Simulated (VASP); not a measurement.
# BaS (P6_3/mmc) in VASP: notebook

BaS is run at these levels: PBE; tasks: single point, relaxation of cell and atoms.

All numbers are computed with VASP 6.6.1; they aren't measurements. Logs are shortened: lines on timing, memory, paths and dates and some standing lists are left out, and cuts for length are marked.

## Step 1: The cell of the first run

The structure is hexagonal, space group P6_3/mmc (No. 194). Conventional cell: a = 5.384 Å, b = 5.384 Å, c = 6.382 Å, α = 90.00°, β = 90.00°, γ = 120.00°. Ba (site symmetry -6m2) has 5 S at 3.11 to 3.19 Å within 4.1 Å. S (site symmetry -6m2) has 5 Ba at 3.11 to 3.19 Å within 4.1 Å.

## Step 2: Single point, PBE

INCAR

```
SYSTEM = BaS
PREC = Accurate
ENCUT = 520
EDIFF = 1E-6
ISMEAR = -1
SIGMA = 0.02
LREAL = .False.
LASPH = .True.
NELM = 100
ALGO = Normal
ISIF = 2
LWAVE = .False.
LCHARG = .True.
GGA = PE
LELF = .True.
LVHAR = .True.
NBANDS = 24
```

KPOINTS

```
regular mesh
0
Gamma
  6 6 4
  0 0 0
```

POSCAR

```
BaS
1.0
    5.3844481214      0.0000000000      0.0000000000
   -2.6922240607      4.6630688585      0.0000000000
    0.0000000000      0.0000000000      6.3816974437
Ba S
2 2
Direct
    0.3333333333      0.6666666667      0.2500000000
    0.6666666667      0.3333333333      0.7500000000
    0.6666666667      0.3333333333      0.2500000000
    0.3333333333      0.6666666667      0.7500000000
```

Potentials or basis: VASP PAW PBE potentials, release 64 (Ba_sv, S).

On the command line:

```bash
$ cat potpaw_PBE.64/Ba_sv/POTCAR potpaw_PBE.64/S/POTCAR > POTCAR
$ mpirun -np 1 vasp_std > vasp.out
```

OUTCAR:

```text
SYSTEM = BaS
   PREC = Accurate
   ENCUT = 520
   EDIFF = 1E-6
   ISMEAR = -1
   LREAL = .False.
   LASPH = .True.
   NELM = 100
   ISIF = 2
   GGA = PE

 ion  position               nearest neighbor table
   1  0.333  0.667  0.250-   3 3.11   3 3.11   3 3.11   4 3.19   4 3.19   2 4.45   2 4.45   2 4.45
                             2 4.45   2 4.45   2 4.45
   2  0.667  0.333  0.750-   4 3.11   4 3.11   4 3.11   3 3.19   3 3.19   1 4.45   1 4.45   1 4.45
                             1 4.45   1 4.45   1 4.45
   3  0.667  0.333  0.250-   1 3.11   1 3.11   1 3.11   2 3.19   2 3.19
   4  0.333  0.667  0.750-   2 3.11   2 3.11   2 3.11   1 3.19   1 3.19

  LATTYP: Found a hexagonal cell.
 ALAT       =     5.3844481214
 C/A-ratio  =     1.1852091988

  Lattice vectors:

 A1 = (   5.3844481214,   0.0000000000,   0.0000000000)
 A2 = (  -2.6922240607,   4.6630688585,   0.0000000000)
 A3 = (   0.0000000000,   0.0000000000,   6.3816974437)

Analysis of symmetry for initial positions (statically):
=====================================================================
 Subroutine PRICEL returns:
 Original cell was already a primitive cell.

 Routine SETGRP: Setting up the symmetry group for a
 hexagonal supercell.

 Subroutine GETGRP returns: Found 24 space group operations
 (whereof 12 operations were pure point group operations)
 out of a pool of 24 trial point group operations.

The static configuration has the point symmetry D_3d.
 The point group associated with its full space group is D_6h.

Analysis of symmetry for dynamics (positions and initial velocities):
=====================================================================
 Subroutine PRICEL returns:
 Original cell was already a primitive cell.

 Routine SETGRP: Setting up the symmetry group for a
 hexagonal supercell.

 Subroutine GETGRP returns: Found 24 space group operations
 (whereof 12 operations were pure point group operations)
 out of a pool of 24 trial point group operations.

The dynamic configuration has the point symmetry D_3d.
 The point group associated with its full space group is D_6h.

 Subroutine INISYM returns: Found 24 space group operations
 (whereof 12 operations are pure point group operations),
 and found     1 'primitive' translations

----------------------------------------------------------------------------------------

                                     Primitive cell

  volume of cell :     160.2320

  direct lattice vectors                    reciprocal lattice vectors
     5.384448121  0.000000000  0.000000000     0.185720055  0.107225524  0.000000000
    -2.692224061  4.663068858  0.000000000     0.000000000  0.214451047  0.000000000
     0.000000000  0.000000000  6.381697444     0.000000000  0.000000000  0.156698121

  length of vectors
     5.384448121  5.384448121  6.381697444     0.214451047  0.214451047  0.156698121

  position of ions in fractional coordinates (direct lattice)
     0.333333333  0.666666667  0.250000000
     0.666666667  0.333333333  0.750000000
     0.666666667  0.333333333  0.250000000
     0.333333333  0.666666667  0.750000000

  ion indices of the primitive-cell ions
   primitive index   ion index
                 1           1
                 2           2
                 3           3
                 4           4

----------------------------------------------------------------------------------------

 KPOINTS: regular mesh

Automatic generation of k-mesh.
 Grid dimensions read from file:
 generate k-points for:    6    6    4

 Generating k-lattice:

  Cartesian coordinates                     Fractional coordinates (reciprocal lattice)
     0.030953342  0.017870921  0.000000000     0.166666667  0.000000000  0.000000000
     0.000000000  0.035741841  0.000000000     0.000000000  0.166666667  0.000000000
     0.000000000  0.000000000  0.039174530     0.000000000  0.000000000  0.250000000

  Length of vectors
     0.035741841  0.035741841  0.039174530

  Shift w.r.t. Gamma in fractional coordinates (k-lattice)
     0.000000000  0.000000000  0.000000000

 Subroutine IBZKPT returns following result:
 ===========================================

 Found     21 irreducible k-points:

 Following reciprocal coordinates:
            Coordinates               Weight
  0.000000  0.000000  0.000000      1.000000
  0.166667  0.000000  0.000000      6.000000
  0.333333  0.000000  0.000000      6.000000
  0.500000  0.000000  0.000000      3.000000
  0.166667  0.166667  0.000000      6.000000
  0.333333  0.166667  0.000000     12.000000
[... 13 lines left out ...]
  0.333333  0.166667  0.500000     12.000000
  0.333333  0.333333  0.500000      2.000000
   k-points           NKPTS =     21   k-points in BZ     NKDIM =     21   number of bands    NBANDS=     24
   number of dos      NEDOS =    301   number of ions     NIONS =      4
   total plane-waves  NPLWV =  76800
   dimension x,y,z NGX =    40 NGY =   40 NGZ =   48
   dimension x,y,z NGXF=    80 NGYF=   80 NGZF=   96
   ions per type =               2   2
   NGX,Y,Z   is equivalent  to a cutoff of  12.35, 12.35, 12.50 a.u.
   NGXF,Y,Z  is equivalent  to a cutoff of  24.70, 24.70, 25.01 a.u.
 SYSTEM =  BaS
   PREC   = accura    normal or accurate (medium, high low for compatibility)
   ISTART =      0    job   : 0-new  1-cont  2-samecut
   ICHARG =      2    charge: 1-file 2-atom 10-const
   ISPIN  =      1    spin polarized calculation?
   LNONCOLLINEAR =      F non collinear calculations
   LSORBIT =      F    spin-orbit coupling
   LASPH  =      T    aspherical Exc in radial PAW
   ENCUT  =  520.0 eV  38.22 Ry    6.18 a.u.  10.01 10.01 11.87*2*pi/ulx,y,z
   NELM   =    100;   NELMIN=  2; NELMDL= -5     # of ELM steps
   EDIFF  = 0.1E-05   stopping-criterion for ELM
   LREAL  =      F    real-space projection
   EDIFFG = 0.1E-04   stopping-criterion for IOM
   NSW    =      0    number of steps for IOM
   IBRION =     -1    ionic relax: 0-MD 1-quasi-New 2-CG
   NFREE  =      0    steps in history (QN), initial steepest desc. (CG)
   ISIF   =      2    stress and relaxation
   ISYM   =      2    0-nonsym 1-usesym 2-fastsym
   POTIM  = 0.5000    time-step for ionic-motion
   TEBEG  =    0.0;   TEEND  =   0.0 temperature during run
   PSTRESS=    0.0 pullay stress
   NELECT =      32.0000    total number of electrons
   NUPDOWN=      -1.0000    fix difference up-down
   EMIN   =  10.00;   EMAX   =-10.00  energy-range for DOS
   EFERMI =   0.00;   METHOD = LEGACY
   ISMEAR =    -1;   SIGMA  =   0.02  broadening in eV -4-tet -1-fermi 0-gaus
   EFERMI_NEDOS =   21; number of points for ismear=-14 and -15
   IALGO  =     38    algorithm
   IMIX   =      4    mixing-type and parameters
     AMIX     =   0.40;   BMIX     =  1.00
     AMIX_MAG =   1.60;   BMIX_MAG =  1.00
  volume/ion in A,a.u.               =      40.06       270.32
  Fermi-wavevector in a.u.,A,eV,Ry     =   0.956919  1.808314 12.458767  0.915694
  Thomas-Fermi vector in A             =   2.085890
   LORBIT       =      0    0 simple, 1 ext, 2 COOP (PROOUT), +10 PAW based schemes
   GGA     = PE    functional components
   LHFCALC =     F    Hartree Fock is set to
   AEXX    =    0.0000 exact exchange contribution
   IVDW    =     0    specifies the selected vdW correction
   LEPSILON=     F    determine dielectric tensor
   LRPA    =     F    only Hartree local field effects (RPA)
 non-spin polarized calculation
  energy-cutoff  :      520.00
  volume of cell :      160.23
 maximum number of plane-waves:      4341
   NGX = 21   NGY = 21   NGZ = 23

 number of electron      31.9999998 magnetization

 Free energy of the ion-electron system (eV)
  ---------------------------------------------------
  ext. energy  EPLUGINS =         0.00000000
  ---------------------------------------------------
  free energy    TOTEN  =       -19.98583496 eV

  energy without entropy =      -19.98583496  energy(sigma->0) =      -19.98583496

 E-fermi :   0.8830     XC(G=0):  -7.5236

 val. band max:        0.4620648080   @ k =   0.0000   0.0000   0.0000
 cond. band min:       2.9308381027   @ k =   0.3333   0.3333   0.0000
 fundamental gap:      2.4687732948
 Fermi energy:         0.8829808163

 k-point     1 :       0.0000    0.0000    0.0000
  band No.  band energies     occupation
      1     -25.8124      2.00000
      2     -25.7611      2.00000
      3     -11.2785      2.00000
      4     -11.1259      2.00000
      5     -11.1259      2.00000
      6     -10.9709      2.00000
[... 16 lines left out ...]
     23       6.3308      0.00000
     24       6.9676      0.00000

 k-point     2 :       0.1667    0.0000    0.0000
  band No.  band energies     occupation
      1     -25.8083      2.00000
      2     -25.7631      2.00000
      3     -11.2588      2.00000
      4     -11.2528      2.00000
      5     -11.1411      2.00000
      6     -11.1364      2.00000
[... 16 lines left out ...]
     23       6.3781      0.00000
     24       6.5890      0.00000

 k-point     3 :       0.3333    0.0000    0.0000
  band No.  band energies     occupation
      1     -25.7985      2.00000
      2     -25.7689      2.00000
      3     -11.4660      2.00000
      4     -11.3763      2.00000
      5     -11.1868      2.00000
      6     -11.1691      2.00000
[... 16 lines left out ...]
     23       6.2431      0.00000
     24       6.2759      0.00000
[... 433 lines left out ...]
 k-point    20 :       0.3333    0.1667    0.5000
  band No.  band energies     occupation
      1     -25.7822      2.00000
      2     -25.7822      2.00000
      3     -11.7823      2.00000
      4     -11.7823      2.00000
      5     -11.0934      2.00000
      6     -11.0934      2.00000
[... 16 lines left out ...]
     23       6.5347      0.00000
     24       6.5347      0.00000

 k-point    21 :       0.3333    0.3333    0.5000
  band No.  band energies     occupation
      1     -25.7817      2.00000
      2     -25.7817      2.00000
      3     -11.8133      2.00000
      4     -11.8133      2.00000
      5     -11.1120      2.00000
      6     -11.1120      2.00000
[... 16 lines left out ...]
     23       6.5692      0.00000
     24       6.5692      0.00000

------------------------ aborting loop because EDIFF is reached ----------------------------------------

  FORCE on cell =-STRESS in cart. coord.  units (eV):
  Direction    XX          YY          ZZ          XY          YZ          ZX
  --------------------------------------------------------------------------------------
  -------------------------------------------------------------------------------------
  Total        0.3802127      0.3802127      0.5348186      0.0000000      0.0000000      0.0000000
  in kB        3.8017889      3.8017889      5.3477099      0.0000000      0.0000000      0.0000000
  external PRESSURE =       4.3170959 kB  Pullay stress =       0.0000000 kB

 VOLUME and BASIS-vectors are now :
 -----------------------------------------------------------------------------
  energy-cutoff  :      520.00
  volume of cell :      160.23
      direct lattice vectors                 reciprocal lattice vectors
     5.384448121  0.000000000  0.000000000     0.185720055  0.107225524  0.000000000
    -2.692224061  4.663068858  0.000000000     0.000000000  0.214451047  0.000000000
     0.000000000  0.000000000  6.381697444     0.000000000  0.000000000  0.156698121

 POSITION                                       TOTAL-FORCE (eV/Angst)
 -----------------------------------------------------------------------------------
     -0.00000      3.10871      1.59542        -0.000000     -0.000000      0.000000
      2.69222      1.55436      4.78627         0.000000     -0.000000      0.000000
      2.69222      1.55436      1.59542         0.000000     -0.000000      0.000000
     -0.00000      3.10871      4.78627        -0.000000      0.000000      0.000000
 -----------------------------------------------------------------------------------
    total drift:                               -0.000000      0.000000     -0.000000

  FREE ENERGIE OF THE ION-ELECTRON SYSTEM (eV)
  ---------------------------------------------------
  free  energy   TOTEN  =       -19.9858349567 eV

  energy  without entropy=      -19.9858349567  energy(sigma->0) =      -19.98583496
```

It took 38 s on 1 thread of AMD EPYC 9R45 (Zen 5), shared host; peak memory 0.26 GiB.

Results:

| Property | Result |
| --- | --- |
| Free energy | -19.9858 eV |
| Pressure | 0.4 GPa |
| Band gap on the k mesh | 2.47 eV, indirect (least direct gap 2.62 eV) |

Caveat: spin-orbit coupling is left out, which moves the levels of the heavy elements. As with any semilocal functional, this PBE gap is likely too small.

(Continued in part 2 of 2.)
